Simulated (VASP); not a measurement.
# TePb (Fm-3m) in VASP: settings compared, part 2 of 2

VASP 6.6.1. The steps go on from the part before.

**5. Single point, r2SCAN (36.99 Å³/atom)**

This run uses another cell than the first one, of 36.99 Å³/atom.

The input, POSCAR:

```
TePb
1.0
    0.0000000000      3.3319283467      3.3319283467
    3.3319283467      0.0000000000      3.3319283467
    3.3319283467      3.3319283467      0.0000000000
Pb Te
1 1
Direct
    0.0000000000      0.0000000000      0.0000000000
    0.5000000000      0.5000000000      0.5000000000
```

The input, INCAR.step1:

```
SYSTEM = TePb
PREC = Accurate ; ENCUT = 520
ISMEAR = 0 ; SIGMA = 0.01
LREAL = .False. ; LASPH = .True.
NELM = 100 ; NBANDS = 17
GGA = PE ; ALGO = Normal
EDIFF = 1E-4 ; LWAVE = .True.
LCHARG = .False.
```

The input, INCAR.step2:

```
SYSTEM = TePb
PREC = Accurate ; ENCUT = 520
EDIFF = 1E-6 ; ISMEAR = 0
SIGMA = 0.01 ; LREAL = .False.
LASPH = .True. ; NELM = 100
ALGO = Normal ; ISIF = 2
LWAVE = .False. ; LCHARG = .False.
METAGGA = R2SCAN ; LMIXTAU = .True.
NBANDS = 17 ; ISTART = 1
```

The input, KPOINTS:

```
regular mesh
0
Gamma
  6 6 6
  0 0 0
```

Potentials or basis: VASP PAW PBE potentials, release 64 (Pb_d, Te).

Started as:

```sh
$ cat potpaw_PBE.64/Pb_d/POTCAR potpaw_PBE.64/Te/POTCAR > POTCAR
$ cp INCAR.step1 INCAR
$ mpirun -np 1 vasp_std > vasp.out
$ cp INCAR.step2 INCAR
$ mpirun -np 1 vasp_std > vasp.out
```

OUTCAR:

```text
SYSTEM = TePb
   PREC = Accurate
   ENCUT = 520
   EDIFF = 1E-6
   ISMEAR = 0
   LREAL = .False.
   LASPH = .True.
   NELM = 100
   ISIF = 2
   METAGGA = R2SCAN
   ISTART = 1

 ion  position               nearest neighbor table
   1  0.000  0.000  0.000-   2 3.33   2 3.33   2 3.33   2 3.33   2 3.33   2 3.33
   2  0.500  0.500  0.500-   1 3.33   1 3.33   1 3.33   1 3.33   1 3.33   1 3.33

  LATTYP: Found a face centered cubic cell.
 ALAT       =     6.6638566934

  Lattice vectors:

 A1 = (   0.0000000000,   3.3319283467,   3.3319283467)
 A2 = (   3.3319283467,   0.0000000000,   3.3319283467)
 A3 = (   3.3319283467,   3.3319283467,   0.0000000000)

Analysis of symmetry for initial positions (statically):
=====================================================================
 Subroutine PRICEL returns:
 Original cell was already a primitive cell.

 Routine SETGRP: Setting up the symmetry group for a
 face centered cubic supercell.

 Subroutine GETGRP returns: Found 48 space group operations
 (whereof 48 operations were pure point group operations)
 out of a pool of 48 trial point group operations.

The static configuration has the point symmetry O_h .

Analysis of symmetry for dynamics (positions and initial velocities):
=====================================================================
 Subroutine PRICEL returns:
 Original cell was already a primitive cell.

 Routine SETGRP: Setting up the symmetry group for a
 face centered cubic supercell.

 Subroutine GETGRP returns: Found 48 space group operations
 (whereof 48 operations were pure point group operations)
 out of a pool of 48 trial point group operations.

The dynamic configuration has the point symmetry O_h .

 Subroutine INISYM returns: Found 48 space group operations
 (whereof 48 operations are pure point group operations),
 and found     1 'primitive' translations

----------------------------------------------------------------------------------------

[... 102 lines left out ...]
     AMIX     =   0.40;   BMIX     =  1.00
     AMIX_MAG =   1.60;   BMIX_MAG =  1.00
  volume/ion in A,a.u.               =      36.99       249.62
  Fermi-wavevector in a.u.,A,eV,Ry     =   1.058553  2.000375 15.245790  1.120534
  Thomas-Fermi vector in A             =   2.193866
   LORBIT       =      0    0 simple, 1 ext, 2 COOP (PROOUT), +10 PAW based schemes
   METAGGA = R2SCAN    functional components
   LHFCALC =     F    Hartree Fock is set to
   AEXX    =    0.0000 exact exchange contribution
   IVDW    =     0    specifies the selected vdW correction
   LEPSILON=     F    determine dielectric tensor
   LRPA    =     F    only Hartree local field effects (RPA)
 non-spin polarized calculation
 Gauss-broadening in eV      SIGMA  =   0.01
  energy-cutoff  :      520.00
  volume of cell :       73.98
 maximum number of plane-waves:      2012
   NGX = 17   NGY = 17   NGZ = 17

 number of electron      19.9999998 magnetization

 Free energy of the ion-electron system (eV)
  ---------------------------------------------------
  ext. energy  EPLUGINS =         0.00000000
  ---------------------------------------------------
  free energy    TOTEN  =       -82.67719000 eV

  energy without entropy =      -82.67719000  energy(sigma->0) =      -82.67719000

 E-fermi :   4.3998     XC(G=0):  -9.3780

 val. band max:        4.3400116463   @ k =   0.5000   0.0000   0.0000
 cond. band min:       5.5372303856   @ k =   0.5000   0.0000   0.0000
 fundamental gap:      1.1972187394
 Fermi energy:         4.3997657161

 k-point     1 :       0.0000    0.0000    0.0000
  band No.  band energies     occupation
      1     -12.8939      2.00000
      2     -12.8939      2.00000
      3     -12.8893      2.00000
      4     -12.8893      2.00000
      5     -12.8893      2.00000
      6      -7.4019      2.00000
[... 297 lines left out ...]
      4     -12.8779      2.00000
      5     -12.8718      2.00000
      6      -5.8418      2.00000
[... 9 lines left out ...]
     16      15.2857      0.00000
     17      16.1384      0.00000

------------------------ aborting loop because EDIFF is reached ----------------------------------------

  FORCE on cell =-STRESS in cart. coord.  units (eV):
  Direction    XX          YY          ZZ          XY          YZ          ZX
  --------------------------------------------------------------------------------------
  -------------------------------------------------------------------------------------
  Total       -1.0064176     -1.0064176     -1.0064176      0.0000000      0.0000000     -0.0000000
  in kB      -21.7957526    -21.7957526    -21.7957526      0.0000000      0.0000000     -0.0000000
  external PRESSURE =     -21.7957526 kB  Pullay stress =       0.0000000 kB

 VOLUME and BASIS-vectors are now :
 -----------------------------------------------------------------------------
  energy-cutoff  :      520.00
  volume of cell :       73.98
      direct lattice vectors                 reciprocal lattice vectors
     0.000000000  3.331928347  3.331928347    -0.150063251  0.150063251  0.150063251
     3.331928347  0.000000000  3.331928347     0.150063251 -0.150063251  0.150063251
     3.331928347  3.331928347  0.000000000     0.150063251  0.150063251 -0.150063251

 POSITION                                       TOTAL-FORCE (eV/Angst)
 -----------------------------------------------------------------------------------
      0.00000      0.00000      0.00000         0.000000      0.000000      0.000000
      3.33193      3.33193      3.33193         0.000000      0.000000     -0.000000
 -----------------------------------------------------------------------------------
    total drift:                               -0.000000      0.000000      0.000000

  FREE ENERGIE OF THE ION-ELECTRON SYSTEM (eV)
  ---------------------------------------------------
  free  energy   TOTEN  =       -82.6771899965 eV

  energy  without entropy=      -82.6771899965  energy(sigma->0) =      -82.67719000
```

OUTCAR.step1:

```text
SYSTEM = TePb
   PREC = Accurate
   ENCUT = 520
   ISMEAR = 0
   LREAL = .False.
   LASPH = .True.
[... 530 lines left out ...]
      0.00000      0.00000      0.00000        -0.000000     -0.000000     -0.000000
      3.33193      3.33193      3.33193         0.000000      0.000000      0.000000
 -----------------------------------------------------------------------------------
    total drift:                                0.000000      0.000000      0.000000

  FREE ENERGIE OF THE ION-ELECTRON SYSTEM (eV)
  ---------------------------------------------------
  free  energy   TOTEN  =        -7.5087080681 eV

  energy  without entropy=       -7.5087080681  energy(sigma->0) =       -7.50870807
```

OSZICAR.step1:

```text
N       E                     dE             d eps       ncg     rms          rms(c)
DAV:   1     0.152368929708E+03    0.15237E+03   -0.88512E+03   544   0.110E+03
DAV:   2     0.322047349968E+01   -0.14915E+03   -0.14454E+03   574   0.295E+02
DAV:   3    -0.737190973018E+01   -0.10592E+02   -0.10537E+02   703   0.839E+01
DAV:   4    -0.766589800888E+01   -0.29399E+00   -0.29384E+00   720   0.161E+01
DAV:   5    -0.767739460192E+01   -0.11497E-01   -0.11496E-01   785   0.282E+00    0.279E+00
DAV:   6    -0.751028297949E+01    0.16711E+00   -0.38531E-01   769   0.393E+00    0.165E+00
DAV:   7    -0.750626417555E+01    0.40188E-02   -0.96983E-02   672   0.140E+00    0.889E-01
DAV:   8    -0.750912807795E+01   -0.28639E-02   -0.13012E-02   653   0.114E+00    0.209E-01
DAV:   9    -0.750863350364E+01    0.49457E-03   -0.22897E-03   737   0.464E-01    0.615E-02
DAV:  10    -0.750870806810E+01   -0.74564E-04   -0.18907E-04   615   0.772E-02
   1 F= -.75087081E+01 E0= -.75087081E+01  d E =-.219499E-14
```

Wall time 85 s (1 thread of Intel Xeon Platinum 8259CL at 2.50GHz (Skylake/Cascade Lake), shared host); peak memory 0.22 GiB.

What came out:

- Free energy: -82.6772 eV
- Pressure: -2.2 GPa
- Band gap on the k mesh: 1.20 eV

Caveat: the PAW data sets were made with another functional, which shifts forces and pressure a little; spin-orbit coupling is left out, which moves the levels of the heavy elements. A k mesh can miss the band edges.

**6. Single point, PBE**

This run uses another cell than the first one, of 34.90 Å³/atom.

The input, INCAR:

```
PREC = Accurate ; ENCUT = 520
EDIFF = 1E-6 ; ISMEAR = 0
SIGMA = 0.01 ; LREAL = F
LASPH = T ; NELM = 100
ALGO = Normal ; ISIF = 2
LWAVE = F ; LCHARG = T
GGA = PE ; LELF = T
LVHAR = T ; NBANDS = 17
```

The input, KPOINTS:

```
regular mesh
0
Gamma
  8 8 8
```

The input, POSCAR:

```
TePb
1.0
    0.0000000000      3.2678368430      3.2678368430
    3.2678368430      0.0000000000      3.2678368430
    3.2678368430      3.2678368430      0.0000000000
Pb Te
1 1
Direct
    0.0000000000      0.0000000000      0.0000000000
    0.5000000000      0.5000000000      0.5000000000
```

Potentials or basis: VASP PAW PBE potentials, release 64 (Pb_d, Te).

Started as:

```sh
$ cat potpaw_PBE.64/Pb_d/POTCAR potpaw_PBE.64/Te/POTCAR > POTCAR
$ mpirun -np 1 vasp_std > vasp.out
```

Run time: 35 s. Hardware: 1 thread of Intel Xeon Platinum 8259CL at 2.50GHz (Skylake/Cascade Lake), shared host; peak memory 0.22 GiB.

It converged, with:

| Property | Result |
| --- | --- |
| Free energy | -7.5209 eV |
| Pressure | 0.6 GPa |
| Band gap on the k mesh | 0.80 eV |

Levels at points of the mesh, in eV from the valence-band top:
| k point | band 8 | band 9 | band 10 | band 11 | band 12 | band 13 |
| --- | --- | --- | --- | --- | --- | --- |
| (0.00, 0.00, 0.00) | -1.21 | -1.21 | -1.21 | 4.04 | 4.04 | 4.04 |
| (0.50, 0.00, 0.00) | -0.78 | -0.78 | 0.00 | 0.80 | 1.36 | 1.36 |
| (0.50, 0.50, 0.00) | -4.23 | -2.60 | -2.60 | 3.44 | 5.36 | 5.36 |

Caveat: spin-orbit coupling is left out, which moves the levels of the heavy elements.

**7. Single point, r2SCAN**

This run uses another cell than the first one, of 34.90 Å³/atom.

POSCAR is that of step 6.

The input, INCAR.step1:

```
PREC = Accurate
ENCUT = 520
ISMEAR = 0
SIGMA = 0.01
LREAL = False
LASPH = True
NELM = 80
NBANDS = 17
GGA = PE
ALGO = Normal
EDIFF = 1E-4
LWAVE = True
LCHARG = False
```

The input, INCAR.step2:

```
PREC = Accurate
ENCUT = 520
EDIFF = 1E-6
ISMEAR = 0
SIGMA = 0.01
LREAL = False
LASPH = True
NELM = 80
ALGO = Normal
ISIF = 2
LWAVE = False
LCHARG = False
METAGGA = R2SCAN
LMIXTAU = True
NBANDS = 17
ISTART = 1
```

The input, KPOINTS:

```
Automatic mesh
0
Gamma
  8 8 8
```

Started as:

```sh
$ cat potpaw_PBE.64/Pb_d/POTCAR potpaw_PBE.64/Te/POTCAR > POTCAR
$ cp INCAR.step1 INCAR
$ mpirun -np 1 vasp_std > vasp.out
$ cp INCAR.step2 INCAR
$ mpirun -np 1 vasp_std > vasp.out
```

Run time: 2.1 min. Hardware: 1 thread of Intel Xeon Platinum 8259CL at 2.50GHz (Skylake/Cascade Lake), shared host; peak memory 0.23 GiB.

It converged, with:

```
Free energy            : -82.7061 eV
Pressure               : 0.0 GPa
Band gap on the k mesh : 1.09 eV
```

Levels at points of the mesh, in eV from the valence-band top:
| k point | band 7 | band 8 | band 9 | band 10 | band 11 | band 12 | band 13 | band 14 |
| --- | --- | --- | --- | --- | --- | --- | --- | --- |
| (0.00, 0.00, 0.00) | -5.72 | -1.35 | -1.35 | -1.35 | 4.32 | 4.32 | 4.32 | 6.27 |
| (0.50, 0.00, 0.00) | -8.71 | -0.90 | -0.90 | 0.00 | 1.09 | 1.51 | 1.51 | 8.91 |
| (0.50, 0.50, 0.00) | -7.44 | -4.41 | -2.76 | -2.76 | 3.74 | 5.71 | 5.71 | 6.97 |

Caveat: the PAW data sets were made with another functional, which shifts forces and pressure a little; spin-orbit coupling is left out, which moves the levels of the heavy elements.

**8. The runs side by side**

| level | cell | k mesh | gap on the mesh (eV) | pressure (GPa) |
| --- | --- | --- | --- | --- |
| r2SCAN | a = 4.575 Å, angles 60.0°, 2 atoms | 6 × 6 × 6 | 1.03 | 1.4 |
| r2SCAN | a = 4.621 Å, angles 60.0°, 2 atoms | 6 × 6 × 6 | 1.09 | 0.0 |
| r2SCAN | a = 4.667 Å, angles 60.0°, 2 atoms | 6 × 6 × 6 | 1.15 | -1.2 |
| r2SCAN | a = 4.712 Å, angles 60.0°, 2 atoms | 6 × 6 × 6 | 1.20 | -2.2 |
| PBE | a = 4.621 Å, angles 60.0°, 2 atoms | 8 × 8 × 8 | 0.80 | 0.6 |
| r2SCAN | a = 4.621 Å, angles 60.0°, 2 atoms | 8 × 8 × 8 | 1.09 | 0.0 |

Alike in all rows: task single point; potentials or basis VASP PAW PBE potentials, release 64 (Pb_d, Te); no spin polarisation; cutoff (eV) 520; smearing gaussian 0.01 eV.

Caveats: spin-orbit coupling is left out, which moves the levels of the heavy elements; the PAW data sets were made with another functional, which shifts forces and pressure a little (at least some runs).

Absolute energies hang on the potentials; compare differences alone.
